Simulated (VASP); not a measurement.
Write the native input for VASP 6.6.1 that does the following.

```
Task                               : single point
Functional                         : B3LYP
Potentials or basis                : VASP PAW PBE potentials, release 64 (As, B)
Cutoff                             : 520 eV
k mesh                             : 5 × 5 × 5
Occupations                        : fermi-dirac, width 0.05 eV
Spin                               : no spin polarisation
Dipole correction                  : no
Grid for exact exchange (PRECFOCK) : Normal
Further INCAR settings             : ALGO = Normal; EDIFF = 1e-06; NBANDS = 11
Share of exact exchange            : 0.2
```

BAs:

```
As B
1.0
     0.00000    2.35622    2.35622
     2.35622    0.00000    2.35622
     2.35622    2.35622    0.00000
As B
1 1
Direct
  0.75000 0.75000 0.75000
  0.00000 0.00000 0.00000
```

The input as run:

POSCAR

```
BAs
1.0
    0.0000000000      2.3562190158      2.3562190158
    2.3562190158      0.0000000000      2.3562190158
    2.3562190158      2.3562190158      0.0000000000
As B
1 1
Direct
    0.7500000000      0.7500000000      0.7500000000
    0.0000000000      0.0000000000      0.0000000000
```

INCAR.step1

```
SYSTEM = BAs
ALGO = Normal ; EDIFF = 1E-5
ENCUT = 520 ; GGA = PE
ISIF = 2 ; ISMEAR = -1
LASPH = .TRUE. ; LCHARG = .FALSE.
LREAL = .FALSE. ; LWAVE = .TRUE.
NBANDS = 11 ; NELM = 60
PREC = Accurate ; SIGMA = 0.05
```

INCAR.step2

```
SYSTEM = BAs
AEXX = 0.2 ; AGGAC = 0.81
AGGAX = 0.72 ; ALDAC = 0.19
ALGO = Normal ; EDIFF = 1E-6
ENCUT = 520 ; GGA = B3
ISIF = 2 ; ISMEAR = -1
ISTART = 1 ; LASPH = .TRUE.
LCHARG = .FALSE. ; LHFCALC = .TRUE.
LREAL = .FALSE. ; LWAVE = .FALSE.
NBANDS = 11 ; NELM = 60
PREC = Accurate ; PRECFOCK = Normal
SIGMA = 0.05
```

KPOINTS

```
k-points
0
G
  5 5 5
  0 0 0
```

Potentials or basis: VASP PAW PBE potentials, release 64 (As, B).

Launch:

```sh
$ cat potpaw_PBE.64/As/POTCAR potpaw_PBE.64/B/POTCAR > POTCAR
$ cp INCAR.step1 INCAR
$ mpirun -np 1 vasp_std > vasp.out
$ cp INCAR.step2 INCAR
$ mpirun -np 1 vasp_std > vasp.out
```

Results of the run:

```
Pressure               : 11.1 GPa
Band gap on the k mesh : 2.50 eV (least direct gap 4.70 eV)
```

Caveat: the k points lie up to 0.46 Å⁻¹ apart; the PAW data sets were made with another functional, which shifts forces and pressure a little; an odd mesh through Γ misses points on the zone boundary, where band edges can lie.

Wall time 4.6 min on 1 thread of AMD EPYC 7R43 64-Core Processor (Zen 3), with other jobs on the host, peak memory 0.12 GiB.
